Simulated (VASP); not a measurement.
# GaAs (F-43m) in VASP: further runs, part 2 of 2

VASP 6.6.1. Earlier steps stand in the parts before.

### Step 3. Relaxation of cell and atoms, PBE

This run uses another cell than the first one, of 23.77 Å³/atom.

INCAR

```
ALGO = Normal ; EDIFF = 1E-7
EDIFFG = -0.02 ; ENCUT = 500
GGA = PE ; GGA_COMPAT = F
IBRION = 2 ; ISIF = 3
ISMEAR = 0 ; LASPH = T
LCHARG = F ; LREAL = F
LWAVE = F ; NELM = 120
NELMIN = 4 ; NSW = 70
PREC = Accurate ; SIGMA = 0.01
```

KPOINTS

```
k-points
0
Gamma
  10 10 10
```

POSCAR

```
GaAs
1.0
    0.0000000000      2.8750910800      2.8750910800
    2.8750910800      0.0000000000      2.8750910800
    2.8750910800      2.8750910800      0.0000000000
Ga As
1 1
Direct
    0.0000000000      0.0000000000      0.0000000000
    0.2500000000      0.2500000000      0.2500000000
```

Potentials or basis: VASP PAW PBE potentials, release 64 (Ga_d, As).

The run is started by

```bash
> cat potpaw_PBE.64/Ga_d/POTCAR potpaw_PBE.64/As/POTCAR > POTCAR
> mpirun -np 1 vasp_std > vasp.out
```

OUTCAR:

```text
EDIFF = 1E-7
   EDIFFG = -0.02
   ENCUT = 500
   GGA = PE
   IBRION = 2
   ISIF = 3
   ISMEAR = 0
   LASPH = T
   LREAL = F
   NELM = 120
   NELMIN = 4
   NSW = 70
   PREC = Accurate

 ion  position               nearest neighbor table
   1  0.000  0.000  0.000-   2 2.49   2 2.49   2 2.49   2 2.49
   2  0.250  0.250  0.250-   1 2.49   1 2.49   1 2.49   1 2.49

  LATTYP: Found a face centered cubic cell.
 ALAT       =     5.7501821600

  Lattice vectors:

 A1 = (   0.0000000000,   2.8750910800,   2.8750910800)
 A2 = (   2.8750910800,   0.0000000000,   2.8750910800)
[... 564 lines left out ...]
     10       5.3517      0.00000
     11       6.2925      0.00000
     12      10.5384      0.00000
     13      11.1689      0.00000

 [... further k-points ...]
[... 5 lines left out ...]
  --------------------------------------------------------------------------------------
  -------------------------------------------------------------------------------------
  Total        0.0008221      0.0008221      0.0008221      0.0000000     -0.0000000     -0.0000000
  in kB        0.0277118      0.0277118      0.0277118      0.0000000     -0.0000000     -0.0000000
  external PRESSURE =       0.0277118 kB  Pullay stress =       0.0000000 kB

 VOLUME and BASIS-vectors are now :
 -----------------------------------------------------------------------------
  energy-cutoff  :      500.00
  volume of cell :       47.53
      direct lattice vectors                 reciprocal lattice vectors
     0.000000000  2.875091080  2.875091080    -0.173907534  0.173907534  0.173907534
     2.875091080  0.000000000  2.875091080     0.173907534 -0.173907534  0.173907534
     2.875091080  2.875091080  0.000000000     0.173907534  0.173907534 -0.173907534

 POSITION                                       TOTAL-FORCE (eV/Angst)
 -----------------------------------------------------------------------------------
      0.00000      0.00000      0.00000        -0.000000      0.000000      0.000000
      1.43755      1.43755      1.43755         0.000000     -0.000000     -0.000000
 -----------------------------------------------------------------------------------
    total drift:                                0.000000      0.000000      0.000000

  FREE ENERGIE OF THE ION-ELECTRON SYSTEM (eV)
  ---------------------------------------------------
  free  energy   TOTEN  =        -8.2751991698 eV

  energy  without entropy=       -8.2751991698  energy(sigma->0) =       -8.27519917

 reached required accuracy - stopping structural energy minimisation
```

OSZICAR:

```text
N       E                     dE             d eps       ncg     rms          rms(c)
DAV:   1     0.809506923579E+02    0.80951E+02   -0.90745E+03  1243   0.185E+03
DAV:   2    -0.214373075816E+01   -0.83094E+02   -0.80051E+02  1327   0.325E+02
DAV:   3    -0.831489324961E+01   -0.61712E+01   -0.61398E+01  1522   0.745E+01
DAV:   4    -0.842286462554E+01   -0.10797E+00   -0.10790E+00  1409   0.109E+01
DAV:   5    -0.842466211876E+01   -0.17975E-02   -0.17974E-02  1515   0.123E+00    0.275E+00
DAV:   6    -0.829048652412E+01    0.13418E+00   -0.25569E-01  1892   0.922E+00    0.165E+00
DAV:   7    -0.827381883379E+01    0.16668E-01   -0.66945E-02  1580   0.200E+00    0.553E-01
DAV:   8    -0.827467350555E+01   -0.85467E-03   -0.99750E-03  1412   0.138E+00    0.927E-02
DAV:   9    -0.827507893737E+01   -0.40543E-03   -0.10677E-03  1497   0.468E-01    0.558E-02
DAV:  10    -0.827514256364E+01   -0.63626E-04   -0.75726E-05  1593   0.924E-02    0.302E-02
DAV:  11    -0.827519831263E+01   -0.55749E-04   -0.88222E-05  1302   0.762E-02    0.425E-03
DAV:  12    -0.827519870826E+01   -0.39563E-06   -0.13794E-06  1462   0.171E-02    0.173E-03
DAV:  13    -0.827519918706E+01   -0.47880E-06   -0.60243E-07  1382   0.661E-03    0.593E-04
DAV:  14    -0.827519916979E+01    0.17268E-07   -0.17428E-08   856   0.177E-03
   1 F= -.82751992E+01 E0= -.82751992E+01  d E =-.827520E+01
```

Wall time 32 s (1 thread of Intel Xeon Platinum 8488C (Sapphire Rapids), shared host); peak memory 0.18 GiB.

Results:

| Property | Result |
| --- | --- |
| Free energy | -8.2752 eV |
| Pressure after relaxing | 0.0 GPa |
| Band gap on the k mesh | 0.14 eV |

Final structure:
```
CELL_PARAMETERS angstrom
0.00000 2.87509 2.87509
2.87509 0.00000 2.87509
2.87509 2.87509 0.00000
ATOMIC_POSITIONS crystal
Ga 0.00000 0.00000 0.00000
As 0.25000 0.25000 0.25000
```

Caveat: the relaxation stopped at its first step, so nothing moved; semilocal functionals underestimate gaps, and a narrow one can read as zero.
